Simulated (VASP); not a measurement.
# GaN (P6_3mc) in VASP: density of states with PBE

Aim: the density of states of GaN with PBE.

All numbers are computed with VASP 6.6.1; they aren't measurements. Logs are shortened: lines on timing, memory, paths and dates and some standing lists are left out, and cuts for length are marked.

**1. The cell of the first run**

The structure is hexagonal, space group P6_3mc (No. 186). Conventional cell: a = 3.175 Å, b = 3.175 Å, c = 5.165 Å, α = 90.00°, β = 90.00°, γ = 120.00°. Ga (site symmetry 3m) has 4 N at 1.94 Å within 2.6 Å. N (site symmetry 3m) has 4 Ga at 1.94 Å within 2.6 Å.

**2. Density of states, PBE**

Input file POSCAR:

```
GaN
1.0
    1.5876780000      2.7499380000      0.0000000000
   -1.5876780000      2.7499380000      0.0000000000
    0.0000000000      0.0000000000      5.1651790000
Ga N
2 2
Direct
    0.6666700000      0.6666600000      0.0000000000
    0.3333400000      0.3333300000      0.5000000000
    0.6666700000      0.6666600000      0.3750000000
    0.3333400000      0.3333300000      0.8750000000
```

Input file INCAR.step1:

```
SYSTEM = GaN
PREC = Accurate ; ENCUT = 520
EDIFF = 1E-7 ; ISMEAR = 0
SIGMA = 0.0122 ; LREAL = .False.
LASPH = .True. ; NELM = 100
ALGO = Normal ; ISIF = 2
LWAVE = .False. ; LCHARG = .True.
GGA = PE ; NBANDS = 26
```

Input file KPOINTS.step1:

```
regular mesh
0
Gamma
  9 9 5
  0 0 0
```

Input file INCAR.step2:

```
SYSTEM = GaN
PREC = Accurate ; ENCUT = 520
EDIFF = 1E-7 ; ISMEAR = -5
SIGMA = 0.0122 ; LREAL = .False.
LASPH = .True. ; NELM = 100
ALGO = Normal ; ISIF = 2
LWAVE = .False. ; LCHARG = .False.
GGA = PE ; LORBIT = 11
NEDOS = 1001 ; ICHARG = 11
```

Input file KPOINTS.step2:

```
regular mesh
0
Gamma
  14 14 8
  0 0 0
```

Potentials or basis: VASP PAW PBE potentials, release 64 (Ga_d, N).

On the command line:

```bash
> cat potpaw_PBE.64/Ga_d/POTCAR potpaw_PBE.64/N/POTCAR > POTCAR
> cp INCAR.step1 INCAR
> cp KPOINTS.step1 KPOINTS
> mpirun -np 1 vasp_std > vasp.out
> cp INCAR.step2 INCAR
> cp KPOINTS.step2 KPOINTS
> mpirun -np 1 vasp_std > vasp.out
```

OUTCAR:

```text
SYSTEM = GaN
   PREC = Accurate
   ENCUT = 520
   EDIFF = 1E-7
   ISMEAR = -5
   LREAL = .False.
   LASPH = .True.
   NELM = 100
   ISIF = 2
   GGA = PE
   LORBIT = 11
   ICHARG = 11

 ion  position               nearest neighbor table
   1  0.667  0.667  0.000-   3 1.94   4 1.94   4 1.94   4 1.94
   2  0.333  0.333  0.500-   4 1.94   3 1.94   3 1.94   3 1.94
   3  0.667  0.667  0.375-   1 1.94   2 1.94   2 1.94   2 1.94
   4  0.333  0.333  0.875-   2 1.94   1 1.94   1 1.94   1 1.94

  LATTYP: Found a hexagonal cell.
 ALAT       =     3.1753551668
 C/A-ratio  =     1.6266460691

  Lattice vectors:

 A1 = (   1.5876780000,  -2.7499380000,   0.0000000000)
 A2 = (   1.5876780000,   2.7499380000,   0.0000000000)
 A3 = (   0.0000000000,   0.0000000000,   5.1651790000)

Analysis of symmetry for initial positions (statically):
=====================================================================
 Subroutine PRICEL returns:
 Original cell was already a primitive cell.

 Routine SETGRP: Setting up the symmetry group for a
 hexagonal supercell.

 Subroutine GETGRP returns: Found  4 space group operations
 (whereof  1 operations were pure point group operations)
 out of a pool of 24 trial point group operations.

The static configuration has the point symmetry C_1 .
 The point group associated with its full space group is C_2v.

Analysis of symmetry for dynamics (positions and initial velocities):
=====================================================================
 Subroutine PRICEL returns:
 Original cell was already a primitive cell.

 Routine SETGRP: Setting up the symmetry group for a
 hexagonal supercell.

 Subroutine GETGRP returns: Found  4 space group operations
 (whereof  1 operations were pure point group operations)
 out of a pool of 24 trial point group operations.

The dynamic configuration has the point symmetry C_1 .
 The point group associated with its full space group is C_2v.

 Subroutine INISYM returns: Found  4 space group operations
 (whereof  1 operations are pure point group operations),
 and found     1 'primitive' translations

----------------------------------------------------------------------------------------

                                     Primitive cell

  volume of cell :      45.1025

  direct lattice vectors                    reciprocal lattice vectors
     1.587678000  2.749938000  0.000000000     0.314925319  0.181822281  0.000000000
    -1.587678000  2.749938000  0.000000000    -0.314925319  0.181822281  0.000000000
     0.000000000  0.000000000  5.165179000     0.000000000  0.000000000  0.193604133

  length of vectors
     3.175355167  3.175355167  5.165179000     0.363644467  0.363644467  0.193604133

  position of ions in fractional coordinates (direct lattice)
     0.666670000  0.666660000  0.000000000
     0.333340000  0.333330000  0.500000000
     0.666670000  0.666660000  0.375000000
     0.333340000  0.333330000  0.875000000

  ion indices of the primitive-cell ions
   primitive index   ion index
                 1           1
                 2           2
                 3           3
                 4           4

----------------------------------------------------------------------------------------

 KPOINTS: regular mesh

Automatic generation of k-mesh.
 Grid dimensions read from file:
 generate k-points for:   14   14    8

 Generating k-lattice:

  Cartesian coordinates                     Fractional coordinates (reciprocal lattice)
     0.022494666  0.012987306  0.000000000     0.071428571  0.000000000  0.000000000
    -0.022494666  0.012987306  0.000000000     0.000000000  0.071428571  0.000000000
     0.000000000  0.000000000  0.024200517     0.000000000  0.000000000  0.125000000

  Length of vectors
     0.025974605  0.025974605  0.024200517

  Shift w.r.t. Gamma in fractional coordinates (k-lattice)
     0.000000000  0.000000000  0.000000000

 TETIRR: Found   2352 inequivalent tetrahedra from     9408

 Subroutine IBZKPT returns following result:
 ===========================================

 Found    285 irreducible k-points:

 Following reciprocal coordinates:
            Coordinates               Weight
  0.000000  0.000000  0.000000      1.000000
  0.071429  0.000000  0.000000      4.000000
  0.071429  0.071429  0.000000      2.000000
  0.142857  0.000000  0.000000      4.000000
  0.142857  0.142857  0.000000      2.000000
  0.214286  0.000000  0.000000      4.000000
[... 16 lines left out ...]
 -0.071429  0.214286  0.000000      4.000000
  0.357143  0.071429  0.000000      4.000000
 [... further k-points ...]
   k-points           NKPTS =    285   k-points in BZ     NKDIM =    285   number of bands    NBANDS=     22
   number of dos      NEDOS =   1001   number of ions     NIONS =      4
   total plane-waves  NPLWV =  23040
   dimension x,y,z NGX =    24 NGY =   24 NGZ =   40
   dimension x,y,z NGXF=    48 NGYF=   48 NGZF=   80
   ions per type =               2   2
   NGX,Y,Z   is equivalent  to a cutoff of  12.57, 12.57, 12.87 a.u.
   NGXF,Y,Z  is equivalent  to a cutoff of  25.13, 25.13, 25.75 a.u.
 SYSTEM =  GaN
   PREC   = accura    normal or accurate (medium, high low for compatibility)
   ISTART =      0    job   : 0-new  1-cont  2-samecut
   ICHARG =     11    charge: 1-file 2-atom 10-const
   ISPIN  =      1    spin polarized calculation?
   LNONCOLLINEAR =      F non collinear calculations
   LSORBIT =      F    spin-orbit coupling
   LASPH  =      T    aspherical Exc in radial PAW
   ENCUT  =  520.0 eV  38.22 Ry    6.18 a.u.   5.90  5.90  9.60*2*pi/ulx,y,z
   NELM   =    100;   NELMIN=  2; NELMDL=  0     # of ELM steps
   EDIFF  = 0.1E-06   stopping-criterion for ELM
   LREAL  =      F    real-space projection
   EDIFFG = 0.1E-05   stopping-criterion for IOM
   NSW    =      0    number of steps for IOM
   IBRION =     -1    ionic relax: 0-MD 1-quasi-New 2-CG
   NFREE  =      0    steps in history (QN), initial steepest desc. (CG)
   ISIF   =      2    stress and relaxation
   ISYM   =      2    0-nonsym 1-usesym 2-fastsym
   POTIM  = 0.5000    time-step for ionic-motion
   TEBEG  =    0.0;   TEEND  =   0.0 temperature during run
   PSTRESS=    0.0 pullay stress
   NELECT =      36.0000    total number of electrons
   NUPDOWN=      -1.0000    fix difference up-down
   EMIN   =  10.00;   EMAX   =-10.00  energy-range for DOS
   EFERMI =   0.00;   METHOD = LEGACY
   ISMEAR =    -5;   SIGMA  =   0.01  broadening in eV -4-tet -1-fermi 0-gaus
   EFERMI_NEDOS =   21; number of points for ismear=-14 and -15
   IALGO  =     38    algorithm
   IMIX   =      4    mixing-type and parameters
     AMIX     =   0.40;   BMIX     =  1.00
     AMIX_MAG =   1.60;   BMIX_MAG =  1.00
  volume/ion in A,a.u.               =      11.28        76.09
  Fermi-wavevector in a.u.,A,eV,Ry     =   1.518595  2.869729 31.376833  2.306132
  Thomas-Fermi vector in A             =   2.627695
   LORBIT       =     11    0 simple, 1 ext, 2 COOP (PROOUT), +10 PAW based schemes
   GGA     = PE    functional components
   LHFCALC =     F    Hartree Fock is set to
   AEXX    =    0.0000 exact exchange contribution
   IVDW    =     0    specifies the selected vdW correction
   LEPSILON=     F    determine dielectric tensor
   LRPA    =     F    only Hartree local field effects (RPA)
 non-spin polarized calculation
 Fermi weights with tetrahedron method with Bloechl corrections
  energy-cutoff  :      520.00
  volume of cell :       45.10
 maximum number of plane-waves:      1236

 number of electron      36.0000007 magnetization

 Free energy of the ion-electron system (eV)
  ---------------------------------------------------
  ext. energy  EPLUGINS =         0.00000000
  ---------------------------------------------------
  free energy    TOTEN  =       -24.27691231 eV

  energy without entropy =      -24.27691231  energy(sigma->0) =      -24.27691231

 E-fermi :   5.4674     XC(G=0): -11.7389

 val. band max:        5.4669492461   @ k =   0.0000   0.0000   0.0000
 cond. band min:       7.4562533253   @ k =   0.0000   0.0000   0.0000
 fundamental gap:      1.9893040792
 Fermi energy:         5.4673946224

 k-point     1 :       0.0000    0.0000    0.0000
  band No.  band energies     occupation
      1     -10.6325      2.00000
      2      -9.6617      2.00000
      3      -7.9934      2.00000
      4      -7.9719      2.00000
      5      -7.9719      2.00000
      6      -7.9065      2.00000
[... 14 lines left out ...]
     21      14.7323      0.00000
     22      15.4121      0.00000

 k-point     2 :       0.0714    0.0000    0.0000
  band No.  band energies     occupation
      1     -10.5806      2.00000
      2      -9.6480      2.00000
      3      -7.9875      2.00000
      4      -7.9643      2.00000
      5      -7.9570      2.00000
      6      -7.9010      2.00000
[... 14 lines left out ...]
     21      14.6011      0.00000
     22      15.0184      0.00000

 k-point     3 :       0.0714    0.0714    0.0000
  band No.  band energies     occupation
      1     -10.5806      2.00000
      2      -9.6480      2.00000
      3      -7.9875      2.00000
      4      -7.9642      2.00000
      5      -7.9570      2.00000
      6      -7.9010      2.00000
[... 14 lines left out ...]
     21      14.6012      0.00000
     22      15.0184      0.00000
[... 476 lines left out ...]
 k-point    23 :      -0.0714    0.2143    0.0000
  band No.  band energies     occupation
      1     -10.0902      2.00000
      2      -9.5441      2.00000
      3      -7.9253      2.00000
      4      -7.9162      2.00000
      5      -7.8434      2.00000
      6      -7.8106      2.00000
[... 14 lines left out ...]
     21      12.8481      0.00000
     22      13.8350      0.00000

 k-point    24 :       0.3571    0.0714    0.0000
  band No.  band energies     occupation
      1      -9.8912      2.00000
      2      -9.5136      2.00000
      3      -7.9156      2.00000
      4      -7.9053      2.00000
      5      -7.8137      2.00000
      6      -7.7650      2.00000
[... 14 lines left out ...]
     21      12.2403      0.00000
     22      13.8913      0.00000

 [... further k-points ...]
[... 5 lines left out ...]
  --------------------------------------------------------------------------------------
  -------------------------------------------------------------------------------------
  Total        1.8190713      1.8198626      2.2908292      0.0000000      0.0000000      0.0000000
  in kB       64.6189079     64.6470139     81.3771726      0.0000000      0.0000000      0.0000000
  external PRESSURE =      70.2143648 kB  Pullay stress =       0.0000000 kB

 VOLUME and BASIS-vectors are now :
 -----------------------------------------------------------------------------
  energy-cutoff  :      520.00
  volume of cell :       45.10
      direct lattice vectors                 reciprocal lattice vectors
     1.587678000  2.749938000  0.000000000     0.314925319  0.181822281  0.000000000
    -1.587678000  2.749938000  0.000000000    -0.314925319  0.181822281  0.000000000
     0.000000000  0.000000000  5.165179000     0.000000000  0.000000000  0.193604133

 POSITION                                       TOTAL-FORCE (eV/Angst)
 -----------------------------------------------------------------------------------
      0.00002      3.66657      0.00000         0.000000      0.000217     -0.119442
      0.00002      1.83330      2.58259         0.000000     -0.000217     -0.119442
      0.00002      3.66657      1.93694         0.000000      0.000222      0.119442
      0.00002      1.83330      4.51953         0.000000     -0.000222      0.119442
 -----------------------------------------------------------------------------------
    total drift:                                0.000001      0.000001      0.000021

  FREE ENERGIE OF THE ION-ELECTRON SYSTEM (eV)
  ---------------------------------------------------
  free  energy   TOTEN  =       -24.2769123100 eV

  energy  without entropy=      -24.2769123100  energy(sigma->0) =      -24.27691231

 total charge

# of ion       s       p       d       tot
------------------------------------------
    1        0.790   0.914  10.188  11.892
    2        0.790   0.914  10.188  11.892
    3        1.224   2.533   0.000   3.757
    4        1.224   2.533   0.000   3.757
--------------------------------------------------
tot          4.028   6.894  20.376  31.298
```

Wall time 2.6 min (1 thread of Intel Xeon 6975P-C, shared host); peak memory 0.34 GiB.

What came out:

- Valence electrons inside the program's atomic spheres: Ga 11.89; N 3.76
